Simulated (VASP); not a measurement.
# Ca (Im-3m) in VASP: notebook, part 2 of 2

VASP 6.6.1. Earlier steps stand in the parts before.

### 3 Single point, PBE+D3(BJ)

This run uses another cell than the first one, of 44.96 Å³/atom.

Contents of INCAR:

```
SYSTEM = Ca
ALGO = Normal ; EDIFF = 1E-7
ENCUT = 520 ; GGA = PE
ISIF = 2 ; ISMEAR = -1
IVDW = 12 ; LASPH = .TRUE.
LCHARG = .FALSE. ; LREAL = .FALSE.
LWAVE = .FALSE. ; NBANDS = 11
NELM = 80 ; PREC = Accurate
SIGMA = 0.05
```

Contents of KPOINTS:

```
k-points
0
G
  8 8 8
  0 0 0
```

Contents of POSCAR:

```
Ca
1.0
   -2.2400000000      2.2400000000      2.2400000000
    2.2400000000     -2.2400000000      2.2400000000
    2.2400000000      2.2400000000     -2.2400000000
Ca
1
Direct
    0.0000000000      0.0000000000      0.0000000000
```

Potentials or basis: VASP PAW PBE potentials, release 64 (Ca_sv).

Started as:

```sh
$ cat potpaw_PBE.64/Ca_sv/POTCAR > POTCAR
$ mpirun -np 1 vasp_std > vasp.out
```

OUTCAR:

```text
SYSTEM = Ca
   EDIFF = 1E-7
   ENCUT = 520
   GGA = PE
   ISIF = 2
   ISMEAR = -1
   IVDW = 12
   LASPH = .TRUE.
   LREAL = .FALSE.
   NELM = 80
   PREC = Accurate
 IVDW          = 12

 ion  position               nearest neighbor table
   1  0.000  0.000  0.000-

  LATTYP: Found a body centered cubic cell.
 ALAT       =     4.4800000000

  Lattice vectors:

 A1 = (  -2.2400000000,   2.2400000000,   2.2400000000)
 A2 = (   2.2400000000,  -2.2400000000,   2.2400000000)
 A3 = (   2.2400000000,   2.2400000000,  -2.2400000000)

Analysis of symmetry for initial positions (statically):
=====================================================================
 Subroutine PRICEL returns:
 Original cell was already a primitive cell.

 Routine SETGRP: Setting up the symmetry group for a
 body centered cubic supercell.

 Subroutine GETGRP returns: Found 48 space group operations
 (whereof 48 operations were pure point group operations)
 out of a pool of 48 trial point group operations.

The static configuration has the point symmetry O_h .

Analysis of symmetry for dynamics (positions and initial velocities):
=====================================================================
 Subroutine PRICEL returns:
 Original cell was already a primitive cell.

 Routine SETGRP: Setting up the symmetry group for a
 body centered cubic supercell.

 Subroutine GETGRP returns: Found 48 space group operations
 (whereof 48 operations were pure point group operations)
 out of a pool of 48 trial point group operations.

The dynamic configuration has the point symmetry O_h .

 Subroutine INISYM returns: Found 48 space group operations
 (whereof 48 operations are pure point group operations),
 and found     1 'primitive' translations

----------------------------------------------------------------------------------------

                                     Primitive cell

[... 112 lines left out ...]
   LORBIT       =      0    0 simple, 1 ext, 2 COOP (PROOUT), +10 PAW based schemes
   GGA     = PE    functional components
   LHFCALC =     F    Hartree Fock is set to
   AEXX    =    0.0000 exact exchange contribution
   IVDW    =    12    specifies the selected vdW correction
   LEPSILON=     F    determine dielectric tensor
   LRPA    =     F    only Hartree local field effects (RPA)
 non-spin polarized calculation
  energy-cutoff  :      520.00
  volume of cell :       44.96
 maximum number of plane-waves:      1264
 NGX is ok and might be reduce to    30
   NGX = 15   NGY = 15   NGZ = 15

 number of electron      10.0000001 magnetization

 Free energy of the ion-electron system (eV)
  ---------------------------------------------------
  ext. energy  EPLUGINS =         0.00000000
  ---------------------------------------------------
  free energy    TOTEN  =        -1.90980493 eV

  energy without entropy =       -1.89658369  energy(sigma->0) =       -1.90319431

 E-fermi :   1.7391     XC(G=0):  -7.5422

 val. band max:        1.7211115266   @ k =   0.5000   0.5000   0.2500
 cond. band min:       1.7500542316   @ k =   0.5000   0.5000   0.2500
 fundamental gap:      0.0289427050
 Fermi energy:         1.7391347926

 k-point     1 :       0.0000    0.0000    0.0000
  band No.  band energies     occupation
      1     -40.4467      2.00000
      2     -21.3688      2.00000
      3     -21.3688      2.00000
      4     -21.3688      2.00000
      5      -2.1918      2.00000
      6       3.9661      0.00000
      7       3.9661      0.00000
      8       3.9661      0.00000
      9       4.9559      0.00000
     10       4.9559      0.00000
     11      11.6487      0.00000
[... 309 lines left out ...]
 k-point    24 :      -0.3750    0.3750    0.2500
  band No.  band energies     occupation
      1     -40.4329      2.00000
      2     -21.4518      2.00000
      3     -21.4224      2.00000
      4     -21.4106      2.00000
      5       0.7481      2.00000
      6       2.4974      0.00000
      7       3.8143      0.00000
      8       3.9835      0.00000
      9       4.9894      0.00000
     10       5.3312      0.00000
     11       7.6537      0.00000

 [... further k-points ...]

------------------------ aborting loop because EDIFF is reached ----------------------------------------

 Edisp (eV)   -0.21688

 E8    (eV) :    -0.1100

  FORCE on cell =-STRESS in cart. coord.  units (eV):
  Direction    XX          YY          ZZ          XY          YZ          ZX
  --------------------------------------------------------------------------------------
  -------------------------------------------------------------------------------------
  Total      -0.47823    -0.47823    -0.47823    -0.00000    -0.00000     0.00000
  in kB     -17.04279   -17.04279   -17.04279    -0.00000    -0.00000     0.00000
  external pressure =      -17.04 kB  Pullay stress =        0.00 kB

 VOLUME and BASIS-vectors are now :
 -----------------------------------------------------------------------------
  energy-cutoff  :      520.00
  volume of cell :       44.96
      direct lattice vectors                 reciprocal lattice vectors
    -2.240000000  2.240000000  2.240000000     0.000000000  0.223214286  0.223214286
     2.240000000 -2.240000000  2.240000000     0.223214286  0.000000000  0.223214286
     2.240000000  2.240000000 -2.240000000     0.223214286  0.223214286  0.000000000

 POSITION                                       TOTAL-FORCE (eV/Angst)
 -----------------------------------------------------------------------------------
      0.00000      0.00000      0.00000        -0.000000     -0.000000      0.000000
 -----------------------------------------------------------------------------------
    total drift:                               -0.000000     -0.000000      0.000000

  FREE ENERGIE OF THE ION-ELECTRON SYSTEM (eV)
  ---------------------------------------------------
  free  energy   TOTEN  =        -2.1266862619 eV

  energy  without entropy=       -2.1134650209  energy(sigma->0) =       -2.12007564
```

OSZICAR:

```text
N       E                     dE             d eps       ncg     rms          rms(c)
DAV:   1     0.677311967324E+02    0.67731E+02   -0.50882E+03   638   0.830E+02
DAV:   2    -0.280333014650E+00   -0.68012E+02   -0.67386E+02   695   0.206E+02
DAV:   3    -0.184666325681E+01   -0.15663E+01   -0.15436E+01   937   0.314E+01
DAV:   4    -0.191359049455E+01   -0.66927E-01   -0.66714E-01   830   0.536E+00
DAV:   5    -0.191485939512E+01   -0.12689E-02   -0.12684E-02   908   0.578E-01    0.223E+00
DAV:   6    -0.191030700421E+01    0.45524E-02   -0.10636E-02   802   0.112E+00    0.137E+00
DAV:   7    -0.191020136521E+01    0.10564E-03   -0.17178E-02   715   0.150E+00    0.996E-02
DAV:   8    -0.190978400793E+01    0.41736E-03   -0.17749E-03   734   0.410E-01    0.191E-02
DAV:   9    -0.190980334677E+01   -0.19339E-04   -0.98611E-05   897   0.775E-02    0.528E-03
DAV:  10    -0.190980562942E+01   -0.22827E-05   -0.75449E-06   918   0.233E-02    0.838E-04
DAV:  11    -0.190980483550E+01    0.79391E-06   -0.37259E-07  1006   0.509E-03    0.431E-04
DAV:  12    -0.190980495843E+01   -0.12293E-06   -0.29122E-08   478   0.189E-03    0.194E-04
DAV:  13    -0.190980492948E+01    0.28947E-07   -0.63002E-09   412   0.589E-04
   1 F= -.21266863E+01 E0= -.21200756E+01  d E =-.132212E-01
```

stdout:

```text
POSCAR found type information on POSCAR Ca
 POSCAR found :  1 types and       1 ions
 scaLAPACK will be used
 LDA part: xc-table for (Slater+PW92), standard interpolation
 POSCAR, INCAR and KPOINTS ok, starting setup
 FFT: planning ... GRIDC
 FFT: planning ... GRID_SOFT
 FFT: planning ... GRID
 WAVECAR not read
 entering main loop
```

Wall time 28 s (1 thread of Intel Xeon 8259CL, shared host); peak memory 0.18 GiB.

Results:

```
Free energy                : -2.1267 eV
Pressure                   : -1.7 GPa
Band gap on the k mesh     : zero (bands 5 and 6 overlap by 0.41 eV)
Dispersion energy per atom : -0.217 eV
```

Levels at points of the mesh, in eV from the Fermi level:
| k point | band 1 | band 2 | band 3 | band 4 | band 5 | band 6 | band 7 | band 8 | band 9 | band 10 |
| --- | --- | --- | --- | --- | --- | --- | --- | --- | --- | --- |
| (0.00, 0.00, 0.00) | -42.19 | -23.11 | -23.11 | -23.11 | -3.93 | 2.23 | 2.23 | 2.23 | 3.22 | 3.22 |
| (0.50, 0.00, 0.00) | -42.17 | -23.22 | -23.15 | -23.11 | -0.85 | -0.05 | 1.33 | 3.11 | 3.46 | 4.16 |
| (0.50, 0.50, 0.50) | -42.17 | -23.19 | -23.19 | -23.19 | 0.14 | 0.14 | 3.70 | 3.70 | 3.70 | 3.95 |

Caveat: three body term missing.

### 4 Relaxation of cell and atoms, PBE

This run uses another cell than the first one, of 44.96 Å³/atom.

Contents of INCAR:

```
ALGO     = Normal         # electronic algorithm
EDIFF    = 1E-6           # SCF threshold, eV
EDIFFG   = -0.01          # ionic threshold
ENCUT    = 600            # plane-wave cutoff, eV
GGA      = PE             # functional
IBRION   = 2              # ionic algorithm
ISIF     = 3              # what is computed and relaxed
ISMEAR   = -1             # smearing method
LASPH    = T              # aspherical terms in the spheres
LCHARG   = F              # write CHGCAR
LREAL    = F              # projectors in reciprocal space
LWAVE    = F              # write WAVECAR
NELM     = 60             # most SCF steps
NSW      = 60             # ionic steps
PREC     = Accurate       # precision mode
SIGMA    = 0.05           # smearing width, eV
```

Contents of KPOINTS:

```
k-points
0
Gamma
  8 8 8
```

POSCAR is that of step 3.

Started as:

```sh
$ cat potpaw_PBE.64/Ca_sv/POTCAR > POTCAR
$ mpirun -np 1 vasp_std > vasp.out
```

Wall time 49 s (1 thread of Intel Xeon 8259CL, shared host); peak memory 0.19 GiB.

The run converged. Its results:

```
Free energy                           : -1.9181 eV
Relaxed volume                        : 42.19 Å³/atom
Relaxed cell                          : a = 3.798 Å, b = 3.798 Å, c = 3.798 Å, α = 109.47°, β = 109.47°, γ = 109.47°
Space group after relaxing (to 0.1 Å) : Im-3m (No. 229)
Energy gained by relaxing             : 8.3 meV/atom
Ionic steps                           : 3
Pressure after relaxing               : 0.0 GPa
Band gap on the k mesh                : zero (bands 5 and 6 overlap by 0.37 eV)
```

Step by step:
| step | energy change (eV) | largest force (eV/Å) | pressure (GPa) | volume (Å³) |
| --- | --- | --- | --- | --- |
| 1 | 0.0000 | 0.0000 | -0.96 | 44.96 |
| 2 | -0.0072 | 0.0000 | -0.37 | 43.23 |
| 3 | -0.0083 | 0.0000 | 0.02 | 42.19 |

Final structure:
```xyz
1
Lattice="-2.1930 2.1930 2.1930 2.1930 -2.1930 2.1930 2.1930 2.1930 -2.1930" Properties=species:S:1:pos:R:3 pbc="T T T"
Ca    0.0000    0.0000    0.0000
```

Levels at points of the mesh, in eV from the Fermi level:
| k point | band 2 | band 3 | band 4 | band 5 | band 6 | band 7 | band 8 | band 9 |
| --- | --- | --- | --- | --- | --- | --- | --- | --- |
| (0.00, 0.00, 0.00) | -22.95 | -22.95 | -22.95 | -4.05 | 2.32 | 2.32 | 2.32 | 3.37 |
| (0.50, 0.00, 0.00) | -23.09 | -23.00 | -22.95 | -0.89 | -0.01 | 1.36 | 3.27 | 3.65 |
| (0.50, 0.50, 0.50) | -23.05 | -23.05 | -23.05 | 0.07 | 0.07 | 3.94 | 3.94 | 3.94 |

### 5 Relaxation of cell and atoms, PBE+D3(BJ)

This run uses another cell than the first one, of 44.96 Å³/atom.

Contents of INCAR:

```
SYSTEM = Ca
  PREC = Accurate
  ENCUT = 600
  EDIFF = 1E-6
  ISMEAR = -1
  SIGMA = 0.05
  LREAL = .False.
  LASPH = .True.
  NELM = 60
  ALGO = Fast
  ISIF = 3
  LWAVE = .False.
  LCHARG = .False.
  GGA = PE
  IVDW = 12
  IBRION = 2
  NSW = 60
  EDIFFG = -0.01
```

Contents of KPOINTS:

```
regular mesh
0
Gamma
  8 8 8
  0 0 0
```

POSCAR is that of step 4.

Started as:

```sh
$ cat potpaw_PBE.64/Ca_sv/POTCAR > POTCAR
$ mpirun -np 1 vasp_std > vasp.out
```

Wall time 87 s (1 thread of Intel Xeon 8259CL, shared host); peak memory 0.2 GiB.

Results (log left out):

```yaml
Free_energy: -2.1543 eV
Relaxed_volume: 40.05 Å³/atom
Relaxed_cell: a = 3.733 Å, b = 3.733 Å, c = 3.733 Å, α = 109.47°, β = 109.47°, γ = 109.47°
Space_group_after_relaxing_to_0.1_Å: Im-3m (No. 229)
Energy_gained_by_relaxing: 27.6 meV/atom
Ionic_steps: 4
Pressure_after_relaxing: 0.0 GPa
Band_gap_on_the_k_mesh: zero (bands 5 and 6 overlap by 0.38 eV)
Dispersion_energy_per_atom: -0.242 eV
```

The path:
| step | energy change (eV) | largest force (eV/Å) | pressure (GPa) | volume (Å³) |
| --- | --- | --- | --- | --- |
| 1 | 0.0000 | 0.0000 | -1.70 | 44.96 |
| 2 | -0.0232 | 0.0000 | -0.73 | 41.93 |
| 3 | -0.0276 | 0.0000 | -0.05 | 40.17 |
| 4 | -0.0276 | 0.0000 | 0.00 | 40.05 |

Final structure:
```
CELL_PARAMETERS angstrom
-2.15536 2.15536 2.15536
2.15536 -2.15536 2.15536
2.15536 2.15536 -2.15536
ATOMIC_POSITIONS crystal
Ca 0.00000 0.00000 0.00000
```

Levels at points of the mesh, in eV from the Fermi level:
```csv
k point,band 3,band 4,band 5,band 6,band 7,band 8
"(0.00, 0.00, 0.00)",-22.82,-22.82,-4.15,2.39,2.39,2.39
"(0.50, 0.00, 0.00)",-22.87,-22.82,-0.92,0.04,1.37,3.42
"(0.50, 0.50, 0.50)",-22.94,-22.94,0.01,0.01,4.16,4.16
```

### 6 Relaxation of cell and atoms, PBE+D4

This run uses another cell than the first one, of 44.96 Å³/atom.

Contents of INCAR:

```
SYSTEM = Ca
ALGO = Normal ; EDIFF = 1E-6
EDIFFG = -0.01 ; ENCUT = 600
GGA = PE ; IBRION = 2
ISIF = 3 ; ISMEAR = -1
IVDW = 13 ; LASPH = .TRUE.
LCHARG = .FALSE. ; LREAL = .FALSE.
LWAVE = .FALSE. ; NELM = 60
NSW = 60 ; PREC = Accurate
SIGMA = 0.05
```

Contents of KPOINTS:

```
k-points
0
G
  8 8 8
  0 0 0
```

POSCAR is that of step 5.

Potentials or basis: VASP PAW PBE potentials, release 64 (Ca_sv).

Started as:

```sh
$ cat potpaw_PBE.64/Ca_sv/POTCAR > POTCAR
$ mpirun -np 1 vasp_std > vasp.out
```

Run time: 46 s. Hardware: 1 thread of Intel Xeon 8259CL, shared host; peak memory 0.19 GiB.

The run converged. Its results:

```
Free energy                           : -2.0963 eV
Relaxed volume                        : 40.69 Å³/atom
Relaxed cell                          : a = 3.753 Å, b = 3.753 Å, c = 3.753 Å, α = 109.47°, β = 109.47°, γ = 109.47°
Space group after relaxing (to 0.1 Å) : Im-3m (No. 229)
Energy gained by relaxing             : 21.3 meV/atom
Ionic steps                           : 3
Pressure after relaxing               : 0.0 GPa
Band gap on the k mesh                : zero (bands 5 and 6 overlap by 0.37 eV)
Dispersion energy per atom            : -0.181 eV
```

Step by step:
```csv
step,energy change (eV),largest force (eV/Å),pressure (GPa),volume (Å³)
1,0.0000,0.0000,-1.51,44.96
2,-0.0180,0.0000,-0.62,42.27
3,-0.0213,0.0000,-0.02,40.69
```

Final structure:
```cif
data_structure
_symmetry_space_group_name_H-M 'P 1'
_symmetry_Int_Tables_number 1
_cell_length_a 3.7529
_cell_length_b 3.7529
_cell_length_c 3.7529
_cell_angle_alpha 109.471
_cell_angle_beta 109.471
_cell_angle_gamma 109.471
_cell_volume 40.69
loop_
_atom_site_label
_atom_site_type_symbol
_atom_site_fract_x
_atom_site_fract_y
_atom_site_fract_z
_atom_site_occupancy
Ca1 Ca 0.00000 0.00000 0.00000 1
```

Levels at points of the mesh, in eV from the Fermi level:
| k point | band 2 | band 3 | band 4 | band 5 | band 6 | band 7 | band 8 | band 9 |
| --- | --- | --- | --- | --- | --- | --- | --- | --- |
| (0.00, 0.00, 0.00) | -22.86 | -22.86 | -22.86 | -4.12 | 2.37 | 2.37 | 2.37 | 3.47 |
| (0.50, 0.00, 0.00) | -23.02 | -22.91 | -22.86 | -0.91 | 0.02 | 1.37 | 3.37 | 3.76 |
| (0.50, 0.50, 0.50) | -22.97 | -22.97 | -22.97 | 0.02 | 0.02 | 4.09 | 4.09 | 4.09 |

### 7 Overview

| task | level | cell | cutoff (eV) | gap on the mesh (eV) | pressure (GPa) | relaxed volume (Å³/atom) |
| --- | --- | --- | --- | --- | --- | --- |
| single point | PBE | a = 3.795 Å, angles 109.5°, 1 atom | 520 | none | 0.0 | - |
| single point | PBE+D3(BJ) | a = 3.880 Å, angles 109.5°, 1 atom | 520 | none | -1.7 | - |
| relaxation of cell and atoms | PBE | relaxed from a = 3.880 Å, angles 109.5°, 1 atom | 600 | none | 0.0 | 42.19 |
| relaxation of cell and atoms | PBE+D3(BJ) | relaxed from a = 3.880 Å, angles 109.5°, 1 atom | 600 | none | 0.0 | 40.05 |
| relaxation of cell and atoms | PBE+D4 | relaxed from a = 3.880 Å, angles 109.5°, 1 atom | 600 | none | 0.0 | 40.69 |

Alike in all rows: potentials or basis VASP PAW PBE potentials, release 64 (Ca_sv); no spin polarisation; k mesh 8 × 8 × 8; smearing fermi-dirac 0.05 eV.

Caveats: three body term missing (at least some runs).

Total energies depend on the potentials used, so only differences within one code and one set of settings carry meaning.
